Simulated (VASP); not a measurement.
Write the native input for VASP 6.6.1 that does the following.

```
Task                   : single point
Functional             : PBE
Potentials or basis    : VASP PAW PBE potentials, release 64 (Ca_sv, O)
Cutoff                 : 600 eV
k mesh                 : 4 × 4 × 4
Occupations            : gaussian, width 0.01 eV
Spin                   : no spin polarisation
Dipole correction      : no
Further INCAR settings : ALGO = Normal; EDIFF = 1e-06; NBANDS = 15
```

The structure of CaO lies in POSCAR:

```
CaO
1.0
    0.0000000000      2.4680082838      2.4680082838
    2.4680082838      0.0000000000      2.4680082838
    2.4680082838      2.4680082838      0.0000000000
Ca O
1 1
Direct
    0.0000000000      0.0000000000      0.0000000000
    0.5000000000      0.5000000000      0.5000000000
```

These files were run (other wordings do the same):

INCAR

```
ALGO     = Normal         # electronic algorithm
EDIFF    = 1E-6           # SCF threshold, eV
ENCUT    = 600            # plane-wave cutoff, eV
GGA      = PE             # functional
GGA_COMPAT= False        
ISIF     = 2              # what is computed and relaxed
ISMEAR   = 0              # smearing method
LASPH    = True           # aspherical terms in the spheres
LCHARG   = False          # write CHGCAR
LREAL    = False          # projectors in reciprocal space
LWAVE    = False          # write WAVECAR
NBANDS   = 15             # bands
NELM     = 120            # most SCF steps
PREC     = Accurate       # precision mode
SIGMA    = 0.01           # smearing width, eV
```

KPOINTS

```
k-points
0
Gamma
  4 4 4
```

Potentials or basis: VASP PAW PBE potentials, release 64 (Ca_sv, O).

Command:

```console
$ cat potpaw_PBE.64/Ca_sv/POTCAR potpaw_PBE.64/O/POTCAR > POTCAR
$ mpirun -np 1 vasp_std > vasp.out
```

It gave:

```yaml
Pressure: -5.6 GPa
Band_gap_on_the_k_mesh: 3.64 eV, indirect (least direct gap 4.02 eV)
```

Caveat: the k points lie up to 0.55 Å⁻¹ apart.

Wall time 4 s on 1 thread of Intel(R) Xeon(R) 6975P-C (Granite Rapids) (shared host), peak memory 0.14 GiB.
